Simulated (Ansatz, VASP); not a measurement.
One calculation of Bi, two programs

INCAR

```
ALGO = Normal
EDIFF = 1E-7
EDIFFG = -0.05
ENCUT = 500
GGA = PE
GGA_COMPAT = False
IBRION = 2
ISIF = 3
ISMEAR = 0
LASPH = True
LCHARG = False
LREAL = False
LWAVE = False
NELM = 120
NELMIN = 4
NSW = 80
PREC = Accurate
SIGMA = 0.1
```

File KPOINTS:

```
k-points
0
Gamma
  8 8 8
```

The input POSCAR:

```
Bi
1.0
    0.0000000000      2.3146225464      2.3146225464
    2.3146225464      0.0000000000      2.3146225464
    2.3146225464      2.3146225464      0.0000000000
Bi
1
Direct
    0.0000000000      0.0000000000      0.0000000000
```

Input for Ansatz:

```yaml
crystal:
  lattice:
    - [0.0, 2.3146225464, 2.3146225464]
    - [2.3146225464, 0.0, 2.3146225464]
    - [2.3146225464, 2.3146225464, 0.0]
  atoms:
    - { symbol: Bi, position: [0.0, 0.0, 0.0] }
basis:
  ecutwfc: 420
kpoints:
  mp_grid: { grid: [8, 8, 8] }
hamiltonian:
  xc: pbe
scf:
  occupations: { method: gaussian, width: 0.1 }
output:
  forces: true
  stress: true
  eigenvalues: true
relax:
  adjacent_minimum: "off"
  f_tol: 0.05
  max_steps: 60
  cell: { stress_tol: 0.5 }
```

Alike in both runs: task relaxation of cell and atoms; functional PBE; k mesh 8 × 8 × 8; occupations gaussian, width 0.1 eV; no spin polarisation.

```csv
,VASP,Ansatz
version,VASP 6.6.1,Ansatz 0.2.0
potentials or method,"VASP PAW PBE potentials, release 64 (Bi_d), cutoff 500 eV","scalar-relativistic, plane waves, PAW"
valence electrons in the cell,15,15
```

|  | VASP | Ansatz | Ansatz less VASP |
| --- | --- | --- | --- |
| gap on the k mesh at the Fermi level, each at its own relaxed structure (eV) | none | none | - |
| relaxed volume (Å³/atom) | 31.93 | 31.90 | -0.026 |
| relaxed cell length with the largest relative difference (Å) | 3.561 | 3.560 | -0.0010 |

A gap of «none» marks a metal or a gap that the smearing closes.

Neither program's run includes spin-orbit coupling. Noted on VASP's run: the volume moved by over 15 % at a fixed basis, so the end points are rough.
